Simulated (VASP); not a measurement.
Input of a VASP 6.6.1 run:

The input INCAR:

```
SYSTEM = RbBr
PREC = Accurate ; ENCUT = 520
EDIFF = 1E-7 ; ISMEAR = 0
SIGMA = 0.05 ; LREAL = .FALSE.
LASPH = .TRUE. ; NELM = 60
ALGO = Normal ; ISIF = 2
LWAVE = .FALSE. ; LCHARG = .TRUE.
GGA = PS ; LELF = .TRUE.
LVHAR = .TRUE. ; NBANDS = 15
```

The input KPOINTS:

```
Automatic mesh
0
G
  6 6 6
  0 0 0
```

POSCAR

```
RbBr
1.0
    4.1260773000      0.0000000000      0.0000000000
    0.0000000000      4.1260773000      0.0000000000
    0.0000000000      0.0000000000      4.1260773000
Rb Br
1 1
Direct
    0.0000000000      0.0000000000      0.0000000000
    0.5000000000      0.5000000000      0.5636197485
```

Potentials or basis: VASP PAW PBE potentials, release 64 (Rb_sv, Br).

Command:

```sh
$ cat potpaw_PBE.64/Rb_sv/POTCAR potpaw_PBE.64/Br/POTCAR > POTCAR
$ mpirun -np 1 vasp_std > vasp.out
```

**Question.** What does it give for the pressure?

**Answer.** -0.2 GPa.

**Question.** Estimate the largest force.

**Answer.** 0.180 eV/Å.

**Question.** Predict the band gap on the k mesh.

**Answer.** 3.92 eV (least direct gap 4.08 eV).

Forces on the atoms (eV/Å):
```
Rb   0.000  0.000  0.180
Br   0.000  0.000 -0.180
```

Caveat: the cell differs from its parent crystal (all Br atoms moved +0.263 Å, as atom 2 along Cartesian [0 0 1]); the PAW data sets were made with another functional, which shifts forces and pressure a little. A k mesh can miss the band edges.
